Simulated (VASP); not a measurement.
# As3Se2 (R-3c) in VASP: relaxation of cell and atoms with PBE

Aim: the relaxation of cell and atoms of As3Se2 with PBE.

Program: VASP 6.6.1. These are calculated values, not measurements. Logs are shortened: lines on timing, memory, paths and dates and some standing lists are left out, and cuts for length are marked.

### Step 1. The cell of the first run

Symmetry: R-3c, No. 167, trigonal system. Conventional cell: a = 7.274 Å, b = 7.274 Å, c = 15.670 Å, α = 90.00°, β = 90.00°, γ = 120.00°. Within 3.7 Å of As (site symmetry 2) lie 4 Se at 2.62 to 2.91 Å and 6 As at 3.49 to 3.60 Å. Se (site symmetry 3) has 6 As at 2.62 to 2.91 Å and 1 Se at 3.55 Å within 3.6 Å.

### Step 2. Relaxation of cell and atoms, PBE

File INCAR:

```
SYSTEM = As3Se2
  PREC = Accurate
  ENCUT = 600
  EDIFF = 1E-7
  ISMEAR = 0
  SIGMA = 0.1
  LREAL = .False.
  LASPH = .True.
  NELM = 100
  ALGO = Normal
  ISIF = 3
  LWAVE = .False.
  LCHARG = .False.
  GGA = PE
  IBRION = 2
  NSW = 100
  EDIFFG = -0.01
  LUSENCCL = .False.
```

File KPOINTS:

```
regular mesh
0
Gamma
  6 6 6
  0 0 0
```

File POSCAR:

```
As3Se2
1.0
    3.6371248769      2.0998950267      5.2232966263
   -3.6371248769      2.0998950267      5.2232966263
    0.0000000000     -4.1997900535      5.2232966263
As Se
6 4
Direct
    0.0678405393      0.4321594607      0.7500000000
    0.7500000000      0.0678405393      0.4321594607
    0.4321594607      0.7500000000      0.0678405393
    0.9321594607      0.5678405393      0.2500000000
    0.2500000000      0.9321594607      0.5678405393
    0.5678405393      0.2500000000      0.9321594607
    0.8632883361      0.8632883361      0.8632883361
    0.6367116639      0.6367116639      0.6367116639
    0.1367116639      0.1367116639      0.1367116639
    0.3632883361      0.3632883361      0.3632883361
```

Potentials or basis: VASP PAW PBE potentials, release 64 (As, Se).

Launch:

```sh
$ cat potpaw_PBE.64/As/POTCAR potpaw_PBE.64/Se/POTCAR > POTCAR
$ mpirun -np 1 vasp_std > vasp.out
```

OUTCAR:

```text
SYSTEM = As3Se2
   PREC = Accurate
   ENCUT = 600
   EDIFF = 1E-7
   ISMEAR = 0
   LREAL = .False.
   LASPH = .True.
   NELM = 100
   ISIF = 3
   GGA = PE
   IBRION = 2
   NSW = 100
   EDIFFG = -0.01

 ion  position               nearest neighbor table
   1  0.068  0.432  0.750-   9 2.62  10 2.62
   2  0.750  0.068  0.432-   9 2.62  10 2.62
   3  0.432  0.750  0.068-  10 2.62   9 2.62
   4  0.932  0.568  0.250-   7 2.62   8 2.62
   5  0.250  0.932  0.568-   7 2.62   8 2.62
   6  0.568  0.250  0.932-   8 2.62   7 2.62
   7  0.863  0.863  0.863-   5 2.62   4 2.62   6 2.62
   8  0.637  0.637  0.637-   6 2.62   4 2.62   5 2.62
   9  0.137  0.137  0.137-   2 2.62   1 2.62   3 2.62
  10  0.363  0.363  0.363-   3 2.62   1 2.62   2 2.62

  LATTYP: Found a trigonal (rhomboedric) cell.
 ALAT       =     6.7023178185
 COS(alpha) =     0.4110256458

  Lattice vectors:

 A1 = (   3.6371248769,   2.0998950267,   5.2232966263)
 A2 = (  -3.6371248769,   2.0998950267,   5.2232966263)
 A3 = (   0.0000000000,  -4.1997900535,   5.2232966263)

Analysis of symmetry for initial positions (statically):
=====================================================================
 Subroutine PRICEL returns:
 Original cell was already a primitive cell.

 Routine SETGRP: Setting up the symmetry group for a
 trigonal (rhombohedral) supercell.

 Subroutine GETGRP returns: Found 12 space group operations
 (whereof  6 operations were pure point group operations)
 out of a pool of 12 trial point group operations.

The static configuration has the point symmetry S_6 .
 The point group associated with its full space group is D_3d.

Analysis of symmetry for dynamics (positions and initial velocities):
=====================================================================
 Subroutine PRICEL returns:
 Original cell was already a primitive cell.

 Routine SETGRP: Setting up the symmetry group for a
 trigonal (rhombohedral) supercell.

 Subroutine GETGRP returns: Found 12 space group operations
 (whereof  6 operations were pure point group operations)
 out of a pool of 12 trial point group operations.

The dynamic configuration has the point symmetry S_6 .
 The point group associated with its full space group is D_3d.

 Subroutine INISYM returns: Found 12 space group operations
 (whereof  6 operations are pure point group operations),
 and found     1 'primitive' translations

----------------------------------------------------------------------------------------

                                     Primitive cell

  volume of cell :     239.3601
[... 130 lines left out ...]
   GGA     = PE    functional components
   LHFCALC =     F    Hartree Fock is set to
   AEXX    =    0.0000 exact exchange contribution
   IVDW    =     0    specifies the selected vdW correction
   LEPSILON=     F    determine dielectric tensor
   LRPA    =     F    only Hartree local field effects (RPA)
 conjugate gradient relaxation of ions
 non-spin polarized calculation
 Gauss-broadening in eV      SIGMA  =   0.10
  energy-cutoff  :      600.00
  volume of cell :      239.36
 maximum number of plane-waves:      8031
 NGX is ok and might be reduce to    54
   NGX = 27   NGY = 27   NGZ = 27

--------------------------------------- Ionic step        1  -------------------------------------------

 number of electron      53.9999998 magnetization

 Free energy of the ion-electron system (eV)
  ---------------------------------------------------
  ext. energy  EPLUGINS =         0.00000000
  ---------------------------------------------------
  free energy    TOTEN  =       -37.26287357 eV

  energy without entropy =      -37.24109981  energy(sigma->0) =      -37.25198669

------------------------ aborting loop because EDIFF is reached ----------------------------------------

  FORCE on cell =-STRESS in cart. coord.  units (eV):
  Direction    XX          YY          ZZ          XY          YZ          ZX
  --------------------------------------------------------------------------------------
  -------------------------------------------------------------------------------------
  Total        1.0558671      1.0558671     -0.9234559      0.0000000      0.0000000     -0.0000000
  in kB        7.0675373      7.0675373     -6.1812316      0.0000000      0.0000000     -0.0000000
  external PRESSURE =       2.6512810 kB  Pullay stress =       0.0000000 kB
[... 113 lines left out ...]
  FREE ENERGIE OF THE ION-ELECTRON SYSTEM (eV)
  ---------------------------------------------------
  free  energy   TOTEN  =       -37.2757018605 eV

  energy  without entropy=      -37.2535534014  energy(sigma->0) =      -37.26462763

[... ionic steps 4 to 12 ...]

--------------------------------------- Ionic step       13  -------------------------------------------

 number of electron      53.9999996 magnetization

------------------------ aborting loop because EDIFF is reached ----------------------------------------
[... 83 lines left out ...]
--------------------------------------- Ionic step       15  -------------------------------------------

 number of electron      53.9999995 magnetization

 Free energy of the ion-electron system (eV)
  ---------------------------------------------------
  ext. energy  EPLUGINS =         0.00000000
  ---------------------------------------------------
  free energy    TOTEN  =       -37.31031124 eV

  energy without entropy =      -37.28996479  energy(sigma->0) =      -37.30013802

 E-fermi :   4.3441     XC(G=0):  -9.6842

 val. band max:        4.2962244489   @ k =   0.1667   0.0000   0.0000
 cond. band min:       4.3564959397   @ k =   0.3333   0.3333   0.3333
 fundamental gap:      0.0602714908
 Fermi energy:         4.3441426094

 k-point     1 :       0.0000    0.0000    0.0000
  band No.  band energies     occupation
      1     -10.9455      2.00000
      2      -9.5506      2.00000
      3      -9.3150      2.00000
      4      -9.0331      2.00000
      5      -6.6754      2.00000
      6      -6.6754      2.00000
[... 853 lines left out ...]
     32       5.9454      0.00000
     33       6.1025      0.00000

 [... further k-points ...]

------------------------ aborting loop because EDIFF is reached ----------------------------------------

  FORCE on cell =-STRESS in cart. coord.  units (eV):
  Direction    XX          YY          ZZ          XY          YZ          ZX
  --------------------------------------------------------------------------------------
  -------------------------------------------------------------------------------------
  Total       -0.0868745     -0.0868745     -0.0115276      0.0000000      0.0000000      0.0000000
  in kB       -0.5916293     -0.5916293     -0.0785050      0.0000000      0.0000000      0.0000000
  external PRESSURE =      -0.4205879 kB  Pullay stress =       0.0000000 kB
[... 25 lines left out ...]
  FREE ENERGIE OF THE ION-ELECTRON SYSTEM (eV)
  ---------------------------------------------------
  free  energy   TOTEN  =       -37.3103112448 eV

  energy  without entropy=      -37.2899647852  energy(sigma->0) =      -37.30013802

 reached required accuracy - stopping structural energy minimisation
```

CONTCAR:

```text
As3Se2
    1.000000000000000
     3.7128415319195809    2.1436100578575972    4.9266281214866545
    -3.7128415319195809    2.1436100578575972    4.9266281214866545
    -0.0000000000000000   -4.2872201158115040    4.9266281214843293
  As              Se
     6     4
Direct
     0.0719403718870097    0.4280596281129904    0.7500000000000000
     0.7500000000000001    0.0719403718870097    0.4280596281129901
     0.4280596281129903    0.7499999999999999    0.0719403718870099
     0.9280596281129903    0.5719403718870097    0.2500000000000000
     0.2500000000000000    0.9280596281129905    0.5719403718870100
     0.5719403718870095    0.2500000000000000    0.9280596281129900
     0.8660115700991625    0.8660115700991625    0.8660115700991627
     0.6339884299008375    0.6339884299008375    0.6339884299008373
     0.1339884299008373    0.1339884299008373    0.1339884299008372
     0.3660115700991627    0.3660115700991627    0.3660115700991628

  0.00000000E+00  0.00000000E+00  0.00000000E+00
  0.00000000E+00  0.00000000E+00  0.00000000E+00
  0.00000000E+00  0.00000000E+00  0.00000000E+00
  0.00000000E+00  0.00000000E+00  0.00000000E+00
  0.00000000E+00  0.00000000E+00  0.00000000E+00
  0.00000000E+00  0.00000000E+00  0.00000000E+00
  0.00000000E+00  0.00000000E+00  0.00000000E+00
  0.00000000E+00  0.00000000E+00  0.00000000E+00
  0.00000000E+00  0.00000000E+00  0.00000000E+00
  0.00000000E+00  0.00000000E+00  0.00000000E+00
```

Run time: 17 min. Hardware: 1 × NVIDIA H100 80GB with 1 thread of AMD EPYC 7R13 (Zen 3), shared host; peak memory 1.6 GiB.

What came out:

```yaml
Free_energy: -37.3103 eV
Relaxed_volume: 23.53 Å³/atom
Relaxed_cell: a = 6.531 Å, b = 6.531 Å, c = 6.531 Å, α = 69.29°, β = 69.29°, γ = 69.29°
Space_group_after_relaxing_to_0.1_Å: R-3c (No. 167)
Energy_gained_by_relaxing: 4.7 meV/atom
Ionic_steps: 15
Pressure_after_relaxing: 0.0 GPa
Largest_force_after_relaxing: 0.009 eV/Å
Band_gap_on_the_k_mesh: zero (bands 27 and 28 overlap by 1.41 eV)
```

Forces in eV/Å, atoms in the order of the input:
```
As   0.005  0.000  0.000
As  -0.002  0.004  0.000
As  -0.002 -0.004  0.000
As  -0.005  0.000  0.000
As   0.002 -0.004  0.000
As   0.002  0.004  0.000
Se   0.000  0.000  0.009
Se   0.000  0.000 -0.009
Se   0.000  0.000 -0.009
Se   0.000  0.000  0.009
```

Step by step:
```
step  energy change (eV)  largest force (eV/Å)  pressure (GPa)  volume (Å³)
   1              0.0000                0.0576            0.27       239.36
   2             -0.0108                0.0252           -0.25       240.73
   3             -0.0128                0.0375           -0.59       241.67
   4             -0.0209                0.0425           -0.44       240.40
   5             -0.0299                0.1113           -0.09       237.57
   6             -0.0302                0.1265           -0.01       236.99
   7             -0.0338                0.1077            0.06       236.56
   8             -0.0408                0.0493            0.30       235.27
   9             -0.0372                0.0707            0.83       232.67
  10             -0.0423                0.0090            0.48       234.36
  11             -0.0444                0.0008            0.33       234.79
  12             -0.0468                0.0200           -0.04       235.88
  13             -0.0469                0.0173           -0.04       235.81
  14             -0.0473                0.0087           -0.04       235.63
  15             -0.0474                0.0089           -0.04       235.26
```

Final structure:
```yaml
crystal:
  lattice:
    - [3.71284, 2.14361, 4.92663]
    - [-3.71284, 2.14361, 4.92663]
    - [0.00000, -4.28722, 4.92663]
  atoms:
    - { symbol: As, position: [0.07194, 0.42806, 0.75000] }
    - { symbol: As, position: [0.75000, 0.07194, 0.42806] }
    - { symbol: As, position: [0.42806, 0.75000, 0.07194] }
    - { symbol: As, position: [0.92806, 0.57194, 0.25000] }
    - { symbol: As, position: [0.25000, 0.92806, 0.57194] }
    - { symbol: As, position: [0.57194, 0.25000, 0.92806] }
    - { symbol: Se, position: [0.86601, 0.86601, 0.86601] }
    - { symbol: Se, position: [0.63399, 0.63399, 0.63399] }
    - { symbol: Se, position: [0.13399, 0.13399, 0.13399] }
    - { symbol: Se, position: [0.36601, 0.36601, 0.36601] }
```

The gap in the log of VASP goes by the Fermi energy; the results here count the filled bands.